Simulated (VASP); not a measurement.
# TiSi16 (a cell with a defect) in VASP: relaxation of the atoms with PBEsol

Aim: the relaxation of the atoms of TiSi16 (a cell with a defect) with PBEsol.

Program: VASP 6.6.1. These are calculated values, not measurements. Logs are shortened: lines on timing, memory, paths and dates and some standing lists are left out, and cuts for length are marked.

## Step 1: The cell of the first run

The cell holds a defect, 17 atoms: a = 7.679 Å, b = 7.679 Å, c = 7.679 Å, α = 60.00°, β = 60.00°, γ = 60.00°.

## Step 2: Relaxation of the atoms, PBEsol

File INCAR:

```
ALGO     = Normal         # electronic algorithm
EDIFF    = 1E-6           # SCF threshold, eV
EDIFFG   = -0.03          # ionic threshold
ENCUT    = 520            # plane-wave cutoff, eV
GGA      = PS             # functional
IBRION   = 2              # ionic algorithm
ISIF     = 2              # what is computed and relaxed
ISMEAR   = 0              # smearing method
LASPH    = T              # aspherical terms in the spheres
LCHARG   = F              # write CHGCAR
LREAL    = Auto         
LWAVE    = F              # write WAVECAR
NELM     = 80             # most SCF steps
NSW      = 80             # ionic steps
PREC     = Accurate       # precision mode
SIGMA    = 0.02           # smearing width, eV
```

File KPOINTS:

```
k-points
0
Gamma
  2 2 2
```

File POSCAR:

```
TiSi16
1.0
    0.0000000000      5.4300000000      5.4300000000
    5.4300000000      0.0000000000      5.4300000000
    5.4300000000      5.4300000000      0.0000000000
Si Ti
16 1
Direct
    0.0000000000      0.0000000000      0.0000000000
    0.1250000000      0.1250000000      0.1250000000
    0.0000000000      0.0000000000      0.5000000000
    0.1250000000      0.1250000000      0.6250000000
    0.0000000000      0.5000000000      0.0000000000
    0.1250000000      0.6250000000      0.1250000000
    0.0000000000      0.5000000000      0.5000000000
    0.1250000000      0.6250000000      0.6250000000
    0.5000000000      0.0000000000      0.0000000000
    0.6250000000      0.1250000000      0.1250000000
    0.5000000000      0.0000000000      0.5000000000
    0.6250000000      0.1250000000      0.6250000000
    0.5000000000      0.5000000000      0.0000000000
    0.6250000000      0.6250000000      0.1250000000
    0.5000000000      0.5000000000      0.5000000000
    0.6250000000      0.6250000000      0.6250000000
    0.5701760000      0.8125993000      0.8060774000
```

Potentials or basis: VASP PAW PBE potentials, release 64 (Si, Ti_sv).

Launch:

```bash
> cat potpaw_PBE.64/Si/POTCAR potpaw_PBE.64/Ti_sv/POTCAR > POTCAR
> mpirun -np 1 vasp_std > vasp.out
```

OUTCAR:

```text
EDIFF = 1E-6
   EDIFFG = -0.03
   ENCUT = 520
   GGA = PS
   IBRION = 2
   ISIF = 2
   ISMEAR = 0
   LASPH = T
   LREAL = Auto
   NELM = 80
   NSW = 80
   PREC = Accurate

 ion  position               nearest neighbor table
   1  0.000  0.000  0.000-   2 2.35   4 2.35   6 2.35  10 2.35
   2  0.125  0.125  0.125-   1 2.35   3 2.35   5 2.35   9 2.35
   3  0.000  0.000  0.500-   2 2.35   4 2.35   8 2.35  12 2.35
   4  0.125  0.125  0.625-   1 2.35   3 2.35   7 2.35  11 2.35
   5  0.000  0.500  0.000-   2 2.35   6 2.35   8 2.35  14 2.35
   6  0.125  0.625  0.125-   1 2.35   5 2.35   7 2.35  13 2.35
   7  0.000  0.500  0.500-   4 2.35   6 2.35   8 2.35  16 2.35
   8  0.125  0.625  0.625-   3 2.35   5 2.35   7 2.35  15 2.35
   9  0.500  0.000  0.000-  17 2.27  10 2.35  12 2.35  14 2.35   2 2.35
  10  0.625  0.125  0.125-   1 2.35   9 2.35  11 2.35  13 2.35
  11  0.500  0.000  0.500-  17 2.23  10 2.35  12 2.35  16 2.35   4 2.35
  12  0.625  0.125  0.625-  17 2.23   9 2.35  11 2.35  15 2.35   3 2.35
  13  0.500  0.500  0.000-  17 2.28  10 2.35  14 2.35  16 2.35   6 2.35
  14  0.625  0.625  0.125-  17 2.27   9 2.35  13 2.35  15 2.35   5 2.35
  15  0.500  0.500  0.500-   8 2.35  12 2.35  14 2.35  16 2.35
  16  0.625  0.625  0.625-  17 2.24  11 2.35  13 2.35  15 2.35   7 2.35
  17  0.570  0.813  0.806-  12 2.23  11 2.23  16 2.24   9 2.27  14 2.27  13 2.28

  LATTYP: Found a face centered cubic cell.
 ALAT       =    10.8600000000

  Lattice vectors:

 A1 = (   0.0000000000,   5.4300000000,   5.4300000000)
 A2 = (   5.4300000000,   0.0000000000,   5.4300000000)
 A3 = (   5.4300000000,   5.4300000000,   0.0000000000)

Analysis of symmetry for initial positions (statically):
=====================================================================
 Subroutine PRICEL returns:
 Original cell was already a primitive cell.

 Routine SETGRP: Setting up the symmetry group for a
 face centered cubic supercell.

 Subroutine GETGRP returns: Found  1 space group operations
 (whereof  1 operations were pure point group operations)
 out of a pool of 48 trial point group operations.

The static configuration has the point symmetry C_1 .

Analysis of symmetry for dynamics (positions and initial velocities):
=====================================================================
 Subroutine PRICEL returns:
 Original cell was already a primitive cell.

 Routine SETGRP: Setting up the symmetry group for a
 face centered cubic supercell.

 Subroutine GETGRP returns: Found  1 space group operations
 (whereof  1 operations were pure point group operations)
 out of a pool of 48 trial point group operations.

The dynamic configuration has the point symmetry C_1 .

 Subroutine INISYM returns: Found  1 space group operations
 (whereof  1 operations are pure point group operations),
 and found     1 'primitive' translations

----------------------------------------------------------------------------------------

[... 117 lines left out ...]
   NUPDOWN=      -1.0000    fix difference up-down
   EMIN   =  10.00;   EMAX   =-10.00  energy-range for DOS
   EFERMI =   0.00;   METHOD = LEGACY
   ISMEAR =     0;   SIGMA  =   0.02  broadening in eV -4-tet -1-fermi 0-gaus
   EFERMI_NEDOS =   21; number of points for ismear=-14 and -15
   IALGO  =     38    algorithm
   IMIX   =      4    mixing-type and parameters
     AMIX     =   0.40;   BMIX     =  1.00
     AMIX_MAG =   1.60;   BMIX_MAG =  1.00
  volume/ion in A,a.u.               =      18.84       127.11
  Fermi-wavevector in a.u.,A,eV,Ry     =   1.013607  1.915439 13.978610  1.027399
  Thomas-Fermi vector in A             =   2.146786
   LORBIT       =      0    0 simple, 1 ext, 2 COOP (PROOUT), +10 PAW based schemes
   GGA     = PS    functional components
   LHFCALC =     F    Hartree Fock is set to
   AEXX    =    0.0000 exact exchange contribution
   IVDW    =     0    specifies the selected vdW correction
   LEPSILON=     F    determine dielectric tensor
   LRPA    =     F    only Hartree local field effects (RPA)
 conjugate gradient relaxation of ions
 non-spin polarized calculation
 Gauss-broadening in eV      SIGMA  =   0.02
  energy-cutoff  :      520.00
  volume of cell :      320.21
 maximum number of plane-waves:      8646
 NGX is ok and might be reduce to    60
   NGX = 29   NGY = 29   NGZ = 29

--------------------------------------- Ionic step        1  -------------------------------------------

 number of electron      76.0000005 magnetization

 Free energy of the ion-electron system (eV)
  ---------------------------------------------------
  ext. energy  EPLUGINS =         0.00000000
  ---------------------------------------------------
  free energy    TOTEN  =       -95.10554629 eV

  energy without entropy =      -95.09750872  energy(sigma->0) =      -95.10152751

------------------------ aborting loop because EDIFF is reached ----------------------------------------

  FORCE on cell =-STRESS in cart. coord.  units (eV):
  Direction    XX          YY          ZZ          XY          YZ          ZX
  --------------------------------------------------------------------------------------
  -------------------------------------------------------------------------------------
  Total       14.2433050     14.2441402     14.2575107      3.5676440     -3.5768210      3.6555871
  in kB       71.2675571     71.2717361     71.3386362     17.8510023    -17.8969202     18.2910331
  external PRESSURE =      71.2926431 kB  Pullay stress =       0.0000000 kB
[... 134 lines left out ...]
  FREE ENERGIE OF THE ION-ELECTRON SYSTEM (eV)
  ---------------------------------------------------
  free  energy   TOTEN  =       -96.3307813014 eV

  energy  without entropy=      -96.3301490055  energy(sigma->0) =      -96.33046515

[... ionic steps 4 to 57 ...]

--------------------------------------- Ionic step       58  -------------------------------------------

 number of electron      76.0000003 magnetization

------------------------ aborting loop because EDIFF is reached ----------------------------------------
[... 97 lines left out ...]
--------------------------------------- Ionic step       60  -------------------------------------------

 number of electron      76.0000003 magnetization

 Free energy of the ion-electron system (eV)
  ---------------------------------------------------
  ext. energy  EPLUGINS =         0.00000000
  ---------------------------------------------------
  free energy    TOTEN  =       -98.31581120 eV

  energy without entropy =      -98.31058098  energy(sigma->0) =      -98.31319609

 E-fermi :   6.8340     XC(G=0):  -9.8811

 val. band max:        6.7748281397   @ k =   0.0000   0.5000   0.5000
 cond. band min:       6.8429118943   @ k =   0.5000   0.0000   0.0000
 fundamental gap:      0.0680837546
 Fermi energy:         6.8339998194

 k-point     1 :       0.0000    0.0000    0.0000
  band No.  band energies     occupation
      1     -49.7298      2.00000
      2     -26.2092      2.00000
      3     -26.2073      2.00000
      4     -26.2045      2.00000
      5      -5.7885      2.00000
      6      -3.5542      2.00000
[... 433 lines left out ...]
  FREE ENERGIE OF THE ION-ELECTRON SYSTEM (eV)
  ---------------------------------------------------
  free  energy   TOTEN  =       -98.3158111988 eV

  energy  without entropy=      -98.3105809848  energy(sigma->0) =      -98.31319609

 reached required accuracy - stopping structural energy minimisation
```

OSZICAR:

```text
N       E                     dE             d eps       ncg     rms          rms(c)
DAV:   1     0.362857668361E+03    0.36286E+03   -0.31382E+04   760   0.140E+03
DAV:   2    -0.566500709597E+02   -0.41951E+03   -0.40496E+03   881   0.271E+02
DAV:   3    -0.959859182046E+02   -0.39336E+02   -0.38224E+02  1128   0.733E+01
DAV:   4    -0.984694324845E+02   -0.24835E+01   -0.24552E+01  1104   0.162E+01
[... 573 lines left out ...]
DAV:   2    -0.983158199474E+02   -0.90637E-03   -0.10028E-02   780   0.428E-01    0.363E-02
DAV:   3    -0.983158185398E+02    0.14076E-05   -0.25295E-04  1048   0.772E-02    0.227E-02
DAV:   4    -0.983158147488E+02    0.37910E-05   -0.53224E-05  1036   0.372E-02    0.176E-02
DAV:   5    -0.983158111327E+02    0.36162E-05   -0.25654E-05  1004   0.263E-02    0.493E-03
DAV:   6    -0.983158111988E+02   -0.66148E-07   -0.22740E-06   674   0.791E-03
  60 F= -.98315811E+02 E0= -.98313196E+02  d E =-.436686E-03
```

It took 75 min on 1 thread of Intel Xeon 6975P-C (Granite Rapids), shared host; peak memory 0.57 GiB.

What came out:

```
Free energy                  : -98.3158 eV
Energy gained by relaxing    : 188.8 meV/atom
Ionic steps                  : 60
Pressure after relaxing      : 2.1 GPa
Largest force after relaxing : 0.022 eV/Å
Band gap on the k mesh       : zero (bands 38 and 39 overlap by 0.40 eV)
```

Forces in eV/Å, atoms in the order of the input:
```
Si   0.003 -0.001 -0.003
Si  -0.015  0.000  0.000
Si   0.001 -0.003  0.017
Si   0.001  0.015 -0.001
Si   0.002  0.016 -0.002
Si  -0.001  0.000  0.014
Si  -0.017 -0.004 -0.001
Si  -0.009  0.011  0.008
Si   0.007  0.001  0.003
Si   0.006 -0.004 -0.006
Si  -0.001 -0.005  0.002
Si   0.006 -0.003  0.003
Si  -0.002  0.002 -0.008
Si  -0.003 -0.006  0.002
Si   0.015 -0.002 -0.016
Si  -0.004 -0.004 -0.006
Ti   0.011 -0.014 -0.007
```

Stress tensor (GPa, compression positive):
```
 2.07  0.06  0.06
 0.06  2.06 -0.06
 0.06 -0.06  2.07
```

Step by step:
```csv
step,energy change (eV),largest force (eV/Å),pressure (GPa)
1,0.0000,3.4677,7.13
3,-1.2252,0.9221,5.48
5,-1.2927,0.4591,5.34
7,-1.3250,0.3311,5.19
9,-1.3576,0.4200,4.99
11,-1.4029,0.3782,4.78
13,-1.6093,1.6603,3.61
15,-1.6434,1.9916,3.40
17,-1.6570,2.0080,3.12
19,-1.6768,1.9732,2.96
21,-1.6896,1.5210,2.27
23,-1.7209,1.7086,2.51
25,-1.8661,1.4169,2.25
27,-1.9365,1.5387,1.81
29,-2.0405,1.3771,1.81
31,-2.3522,1.0618,1.35
33,-2.4588,1.4902,1.16
35,-2.6828,1.3450,1.30
37,-2.8062,1.1908,1.45
39,-2.9425,0.3714,1.54
41,-3.0043,0.2773,1.51
43,-3.0683,0.6317,1.60
45,-3.1049,0.3577,1.70
47,-3.1469,0.3230,1.79
49,-3.1615,0.1773,1.82
51,-3.1777,0.1136,1.92
53,-3.1886,0.1759,2.01
55,-3.2020,0.2875,2.10
57,-3.2076,0.0943,2.07
59,-3.2098,0.0487,2.07
60,-3.2103,0.0218,2.07
```

Final structure:
```yaml
crystal:
  lattice:
    - [0.00000, 5.43000, 5.43000]
    - [5.43000, 0.00000, 5.43000]
    - [5.43000, 5.43000, 0.00000]
  atoms:
    - { symbol: Si, position: [0.99214, 0.00277, 0.00240] }
    - { symbol: Si, position: [0.11330, 0.12733, 0.12718] }
    - { symbol: Si, position: [0.99105, 0.00702, 0.50088] }
    - { symbol: Si, position: [0.11335, 0.12738, 0.63191] }
    - { symbol: Si, position: [0.99148, 0.50097, 0.00663] }
    - { symbol: Si, position: [0.11328, 0.63227, 0.12717] }
    - { symbol: Si, position: [0.99114, 0.50105, 0.50087] }
    - { symbol: Si, position: [0.12492, 0.62512, 0.62488] }
    - { symbol: Si, position: [0.48746, 0.00668, 0.00628] }
    - { symbol: Si, position: [0.62173, 0.12634, 0.12573] }
    - { symbol: Si, position: [0.48749, 0.00674, 0.49913] }
    - { symbol: Si, position: [0.60956, 0.14136, 0.62438] }
    - { symbol: Si, position: [0.48743, 0.49970, 0.00628] }
    - { symbol: Si, position: [0.61004, 0.62462, 0.14079] }
    - { symbol: Si, position: [0.48781, 0.50441, 0.50355] }
    - { symbol: Si, position: [0.60964, 0.62478, 0.62438] }
    - { symbol: Ti, position: [0.73836, 0.75405, 0.75364] }
```

Levels at points of the mesh, in eV from the Fermi level:
| k point | band 33 | band 34 | band 35 | band 36 | band 37 | band 38 | band 39 | band 40 | band 41 | band 42 |
| --- | --- | --- | --- | --- | --- | --- | --- | --- | --- | --- |
| (0.00, 0.00, 0.00) | -1.67 | -0.96 | -0.96 | -0.96 | -0.39 | -0.39 | -0.39 | -0.14 | -0.14 | 0.20 |
| (0.50, 0.00, 0.00) | -1.95 | -1.94 | -1.31 | -1.31 | -0.29 | 0.01 | 0.01 | 0.43 | 0.43 | 0.79 |
| (0.00, 0.50, 0.00) | -1.95 | -1.94 | -1.31 | -1.30 | -0.29 | 0.02 | 0.03 | 0.42 | 0.42 | 0.77 |
| (0.00, 0.00, 0.50) | -1.95 | -1.94 | -1.31 | -1.30 | -0.29 | 0.02 | 0.03 | 0.42 | 0.42 | 0.77 |
| (0.50, 0.50, 0.50) | -1.95 | -1.94 | -1.31 | -1.30 | -0.29 | 0.02 | 0.03 | 0.42 | 0.42 | 0.77 |
| (0.50, 0.50, 0.00) | -2.42 | -1.95 | -1.95 | -1.83 | -0.73 | -0.06 | 0.57 | 0.58 | 1.08 | 1.31 |
| (0.00, 0.50, 0.50) | -2.42 | -1.95 | -1.95 | -1.83 | -0.73 | -0.06 | 0.57 | 0.58 | 1.08 | 1.31 |
| (0.50, 0.00, 0.50) | -2.42 | -1.95 | -1.95 | -1.83 | -0.73 | -0.06 | 0.57 | 0.58 | 1.08 | 1.31 |

Caveat: the k points lie up to 0.50 Å⁻¹ apart; the PAW data sets were made with another functional, which shifts forces and pressure a little.

The gap in the log of VASP goes by the Fermi energy; the results here count the filled bands.